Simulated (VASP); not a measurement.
# FeSi (zincblende type) (F-43m) in VASP: relaxation of cell and atoms with PBE

Aim: the relaxation of cell and atoms of FeSi (zincblende type) with PBE.

Everything below comes from runs of VASP 6.6.1. Logs are shortened: lines on timing, memory, paths and dates and some standing lists are left out, and cuts for length are marked.

## Step 1: The cell of the first run

The structure is cubic, space group F-43m (No. 216). Conventional cell: a = 4.540 Å, b = 4.540 Å, c = 4.540 Å, α = 90.00°, β = 90.00°, γ = 90.00°. Fe (site symmetry -43m) has 4 Si at 1.97 Å within 2.6 Å. Within 2.6 Å of Si (site symmetry -43m) lie 4 Fe at 1.97 Å.

## Step 2: Relaxation of cell and atoms, PBE, collinear spin, ferromagnetic start, target pressure 47 GPa, at which the enthalpy is minimised

Input file INCAR:

```
PREC = Accurate
ENCUT = 600
EDIFF = 1E-6
ISMEAR = -1
SIGMA = 0.05
LREAL = False
LASPH = True
NELM = 150
ALGO = Normal
ISIF = 3
LWAVE = False
LCHARG = False
ISPIN = 2
MAGMOM = 2.5 0
LORBIT = 11
LMAXMIX = 4
GGA = PE
IBRION = 2
NSW = 60
EDIFFG = -0.005
PSTRESS = 470.0
```

Input file KPOINTS:

```
regular mesh
0
Gamma
  13 13 13
```

Input file POSCAR:

```
FeSi
1.0
    0.0000000000      2.2699719627      2.2699719627
    2.2699719627      0.0000000000      2.2699719627
    2.2699719627      2.2699719627      0.0000000000
Fe Si
1 1
Direct
    0.0000000000      0.0000000000      0.0000000000
    0.2500000000      0.2500000000      0.2500000000
```

Potentials or basis: VASP PAW PBE potentials, release 64 (Fe, Si).

Command:

```sh
> cat potpaw_PBE.64/Fe/POTCAR potpaw_PBE.64/Si/POTCAR > POTCAR
> mpirun -np 1 vasp_std > vasp.out
```

OUTCAR:

```text
PREC = Accurate
   ENCUT = 600
   EDIFF = 1E-6
   ISMEAR = -1
   LREAL = False
   LASPH = True
   NELM = 150
   ISIF = 3
   ISPIN = 2
   LORBIT = 11
   GGA = PE
   IBRION = 2
   NSW = 60
   EDIFFG = -0.005
   PSTRESS = 470.0

 ion  position               nearest neighbor table
   1  0.000  0.000  0.000-   2 1.97   2 1.97   2 1.97   2 1.97
   2  0.250  0.250  0.250-   1 1.97   1 1.97   1 1.97   1 1.97

  LATTYP: Found a face centered cubic cell.
 ALAT       =     4.5399439254

  Lattice vectors:

 A1 = (   0.0000000000,   2.2699719627,   2.2699719627)
 A2 = (   2.2699719627,   0.0000000000,   2.2699719627)
 A3 = (   2.2699719627,   2.2699719627,   0.0000000000)

Analysis of symmetry for initial positions (statically):
=====================================================================
 Subroutine PRICEL returns:
 Original cell was already a primitive cell.

 Routine SETGRP: Setting up the symmetry group for a
 face centered cubic supercell.

 Subroutine GETGRP returns: Found 24 space group operations
 (whereof 24 operations were pure point group operations)
 out of a pool of 48 trial point group operations.

The static configuration has the point symmetry T_d .

Analysis of symmetry for dynamics (positions and initial velocities):
=====================================================================
 Subroutine PRICEL returns:
 Original cell was already a primitive cell.

 Routine SETGRP: Setting up the symmetry group for a
 face centered cubic supercell.

 Subroutine GETGRP returns: Found 24 space group operations
 (whereof 24 operations were pure point group operations)
 out of a pool of 48 trial point group operations.

The dynamic configuration has the point symmetry T_d .

Analysis of structural, dynamic, and magnetic symmetry:
=====================================================================
 Subroutine PRICEL returns:
 Original cell was already a primitive cell.

 Routine SETGRP: Setting up the symmetry group for a
 face centered cubic supercell.

 Subroutine GETGRP returns: Found 24 space group operations
 (whereof 24 operations were pure point group operations)
 out of a pool of 48 trial point group operations.

The overall configuration has the point symmetry T_d .

 Subroutine INISYM returns: Found 24 space group operations
 (whereof 24 operations are pure point group operations),
 and found     1 'primitive' translations

----------------------------------------------------------------------------------------

[... 132 lines left out ...]

 number of electron      11.9999999 magnetization      -0.0008014

 number of electron      11.9999999 magnetization       0.0001235

 Free energy of the ion-electron system (eV)
  ---------------------------------------------------
  ext. energy  EPLUGINS =         0.00000000
  ---------------------------------------------------
  free energy    TOTEN  =       -10.36313323 eV

  energy without entropy =      -10.36189408  energy(sigma->0) =      -10.36251366

------------------------ aborting loop because EDIFF is reached ----------------------------------------

  FORCE on cell =-STRESS in cart. coord.  units (eV):
  Direction    XX          YY          ZZ          XY          YZ          ZX
  --------------------------------------------------------------------------------------
  -------------------------------------------------------------------------------------
  Total       11.3770491     11.3770491     11.3770491     -0.0000000      0.0000000      0.0000000
  in kB      779.1996360    779.1996360    779.1996360     -0.0000000      0.0000000      0.0000000
  external PRESSURE =     309.1996360 kB  Pullay stress =     470.0000000 kB
[... 101 lines left out ...]
  energy  without entropy=      -11.3391681787  energy(sigma->0) =      -11.34065455

  enthalpy is  TOTEN    =        -3.7167139221 eV   P V=        7.6254269999

[... ionic steps 4 to 10 ...]

--------------------------------------- Ionic step       11  -------------------------------------------

 number of electron      12.0000000 magnetization      -0.0000000

------------------------ aborting loop because EDIFF is reached ----------------------------------------
[... 71 lines left out ...]
--------------------------------------- Ionic step       13  -------------------------------------------

 number of electron      12.0000000 magnetization      -0.0000000

 Free energy of the ion-electron system (eV)
  ---------------------------------------------------
  ext. energy  EPLUGINS =         0.00000000
  ---------------------------------------------------
  free energy    TOTEN  =       -11.28039059 eV

  energy without entropy =      -11.27758604  energy(sigma->0) =      -11.27898831

 E-fermi :   7.0182     XC(G=0): -11.6979

 val. band max:        6.9589637523   @ k =   0.4615   0.4615   0.0000
 cond. band min:       7.1532712451   @ k =  -0.4615   0.1538   0.0000
 fundamental gap:      0.1943074928
 Fermi energy:         7.0181653136

 spin component 1

 k-point     1 :       0.0000    0.0000    0.0000
  band No.  band energies     occupation
      1      -3.9765      1.00000
      2       4.5007      1.00000
      3       4.5007      1.00000
      4       4.5007      1.00000
      5       6.2705      1.00000
      6       6.2705      1.00000
      7      15.7465      0.00000
      8      15.7465      0.00000
      9      15.7465      0.00000
     10      16.6673      0.00000
     11      16.6673      0.00000
[... 310 lines left out ...]
  band No.  band energies     occupation
      1      -0.8432      1.00000
      2       2.7986      1.00000
      3       4.5744      1.00000
      4       4.9599      1.00000
      5       6.3630      1.00000
      6       6.6690      0.99907
      7       7.4763      0.00010
      8      11.6244      0.00000
      9      11.6996      0.00000
     10      15.5820      0.00000
     11      18.9769      0.00000

 [... further k-points ...]

 spin component 2

 k-point     1 :       0.0000    0.0000    0.0000
  band No.  band energies     occupation
      1      -3.9765      1.00000
      2       4.5007      1.00000
      3       4.5007      1.00000
      4       4.5007      1.00000
      5       6.2705      1.00000
      6       6.2705      1.00000
      7      15.7465      0.00000
      8      15.7465      0.00000
      9      15.7465      0.00000
     10      16.6673      0.00000
     11      16.6673      0.00000
[... 355 lines left out ...]
  energy  without entropy=      -11.2775860389  energy(sigma->0) =      -11.27898831

  enthalpy is  TOTEN    =        -3.7178595806 eV   P V=        7.5625310069

 reached required accuracy - stopping structural energy minimisation

 total charge

# of ion       s       p       d       tot
------------------------------------------
    1        0.543   0.545   6.955   8.043
    2        0.873   1.038   0.000   1.911
--------------------------------------------------
tot          1.417   1.583   6.955   9.955

 magnetization (x)

# of ion       s       p       d       tot
------------------------------------------
    1        0.000  -0.000  -0.000  -0.000
    2        0.000   0.000   0.000   0.000
--------------------------------------------------
tot          0.000   0.000  -0.000   0.000
```

OSZICAR:

```text
N       E                     dE             d eps       ncg     rms          rms(c)
DAV:   1     0.545898010201E+02    0.54590E+02   -0.61903E+03  3728   0.128E+03
DAV:   2    -0.822750693490E+01   -0.62817E+02   -0.58613E+02  3723   0.212E+02
DAV:   3    -0.108680070138E+02   -0.26405E+01   -0.25976E+01  4456   0.530E+01
[... 81 lines left out ...]
DAV:   2    -0.112800845507E+02   -0.11938E-07   -0.15763E-06  1893   0.212E-02
  12 F= -.37178575E+01 E0= -.37164568E+01  d E =-.155097E-05  mag=    -0.0000
       N       E                     dE             d eps       ncg     rms          rms(c)
DAV:   1    -0.112803903707E+02   -0.30583E-03   -0.64861E-06  3399   0.476E-02    0.500E-03
DAV:   2    -0.112803905875E+02   -0.21675E-06   -0.76150E-06  3269   0.429E-02
  13 F= -.37178596E+01 E0= -.37164573E+01  d E =-.365237E-05  mag=    -0.0000
```

Wall time 5.1 min (1 thread of Intel Xeon Platinum 8488C (Sapphire Rapids), shared host); peak memory 0.21 GiB.

Results:

```
Free energy                                                : -11.2804 eV
Relaxed volume                                             : 12.89 Å³/atom
Relaxed cell                                               : a = 3.316 Å, b = 3.316 Å, c = 3.316 Å, α = 60.00°, β = 60.00°, γ = 60.00°
Space group after relaxing (to 0.1 Å)                      : F-43m (No. 216)
Energy change on relaxing (the run minimises the enthalpy) : -458.6 meV/atom
Ionic steps                                                : 13
Pressure after relaxing                                    : 47.0 GPa
Band gap on the k mesh                                     : 0.19 eV (least direct gap 0.50 eV)
Net moment                                                 : 0.00 μB per cell
Valence electrons inside the program's atomic spheres      : Fe 8.04; Si 1.91
```

The path:
```
step  energy change (eV)  largest force (eV/Å)  pressure (GPa)  volume (Å³)
   1              0.0000                0.0000           77.92        23.39
   2             -1.8135                0.0000            6.07        31.90
   3             -0.9790                0.0000           45.15        25.99
   4             -0.9310                0.0000           46.75        25.83
   5             -0.9162                0.0000           47.29        25.78
   6             -0.9165                0.0000           47.13        25.78
   7             -0.9167                0.0000           47.13        25.78
   8             -0.9167                0.0000           47.27        25.78
   9             -0.9167                0.0000           47.26        25.78
  10             -0.9167                0.0000           47.25        25.78
  11             -0.9168                0.0000           47.23        25.78
  12             -0.9170                0.0000           47.17        25.78
  13             -0.9173                0.0000           47.03        25.78
```

Final structure:
```
CELL_PARAMETERS angstrom
0.00000 2.34468 2.34468
2.34468 0.00000 2.34468
2.34468 2.34468 0.00000
ATOMIC_POSITIONS crystal
Fe 0.00000 0.00000 0.00000
Si 0.25000 0.25000 0.25000
```

Levels at points of the mesh, in eV from the valence-band top:
Spin up:
```tsv
k point	band 3	band 4	band 5	band 6	band 7	band 8	band 9	band 10
(0.00, 0.00, 0.00)	-2.46	-2.46	-0.69	-0.69	8.79	8.79	8.79	9.71
```
Spin down:
```tsv
k point	band 3	band 4	band 5	band 6	band 7	band 8	band 9	band 10
(0.00, 0.00, 0.00)	-2.46	-2.46	-0.69	-0.69	8.79	8.79	8.79	9.71
```

Caveat: the cell is relaxed towards a set pressure, so the run minimises the enthalpy, not the energy; an odd mesh through Γ misses points on the zone boundary, where band edges can lie.
